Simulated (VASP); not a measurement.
ScGaSe: relaxation of cell and atoms with PBE

Crystal: ScGaSe.

```
Sc Ga Se
1.0
     4.27681    0.00000    0.00000
    -2.13841    3.70383    0.00000
     0.00000    0.00000    4.58973
Sc Ga Se
1 1 1
Direct
  0.66667 0.33333 0.00000
  0.00000 0.00000 0.50000
  0.33333 0.66667 0.50000
```

The cell was built from a structure type or drawn by symmetry, and may not be a known phase.

```yaml
Program: VASP 6.6.1
Task: relaxation of cell and atoms
Functional: PBE
Potentials_or_basis: VASP PAW PBE potentials, release 64 (Sc_sv, Ga_d, Se)
Cutoff: 600 eV
k_mesh: 12 × 12 × 10
Occupations: gaussian, width 0.1 eV
Spin: no spin polarisation
Dipole_correction: no
Further_INCAR_settings: ALGO = Normal; EDIFF = 1e-06; IBRION = 2; EDIFFG = -0.01; NSW = 100; ISIF = 3
```

```json
{
  "Relaxed volume": "20.50 Å³/atom",
  "Relaxed cell": "a = 4.578 Å, b = 4.578 Å, c = 3.388 Å, α = 90.00°, β = 90.00°, γ = 120.00°",
  "Space group after relaxing (to 0.1 Å)": "P-6m2 (No. 187)",
  "Energy gained by relaxing": "410.5 meV/atom",
  "Ionic steps": "10",
  "Pressure after relaxing": "0.0 GPa",
  "Band gap on the k mesh": "zero (bands 15 and 16 overlap by 1.29 eV)"
}
```

Step by step:
```csv
step,energy change (eV),largest force (eV/Å),pressure (GPa),volume (Å³)
1,0.0000,0.0000,-1.27,72.70
2,-0.5464,0.0000,-2.67,70.37
3,-0.8987,0.0000,1.27,59.32
4,-1.2038,0.0000,-2.69,64.50
5,-1.2107,0.0000,-2.41,63.89
6,-1.2096,0.0000,-2.53,64.12
7,-1.2215,0.0000,1.89,59.73
8,-1.2314,0.0000,-0.01,61.44
9,-1.2313,0.0000,-0.10,61.49
10,-1.2315,0.0000,-0.05,61.50
```

Final structure:
```cif
data_structure
_symmetry_space_group_name_H-M 'P 1'
_symmetry_Int_Tables_number 1
_cell_length_a 4.5784
_cell_length_b 4.5784
_cell_length_c 3.3880
_cell_angle_alpha 90.000
_cell_angle_beta 90.000
_cell_angle_gamma 120.000
_cell_volume 61.50
loop_
_atom_site_label
_atom_site_type_symbol
_atom_site_fract_x
_atom_site_fract_y
_atom_site_fract_z
_atom_site_occupancy
Sc1 Sc 0.66667 0.33333 0.00000 1
Ga1 Ga 0.00000 0.00000 0.50000 1
Se1 Se 0.33333 0.66667 0.50000 1
```

Levels at points of the mesh, in eV from the Fermi level:
```
           k point  band 12  band 13  band 14  band 15  band 16  band 17  band 18  band 19
(0.00, 0.00, 0.00)    -4.66    -4.66    -1.40    -0.67     0.10     0.10     1.65     1.65
(0.50, 0.00, 0.00)    -5.13    -3.35    -1.42     0.34     0.60     1.55     1.56     1.97
(0.00, 0.00, 0.50)    -3.64    -3.64    -3.46    -0.80    -0.80     0.17     0.36     0.36
(0.50, 0.00, 0.50)    -5.25    -4.77    -2.57    -1.41     1.31     1.34     1.77     1.80
```

It took 14 min on 1 thread of AMD EPYC 9R45 96-Core Processor (Zen 5) (shared host), peak memory 0.37 GiB.

Caveat: the volume moved by over 15 % at a fixed basis, so the end points are rough.
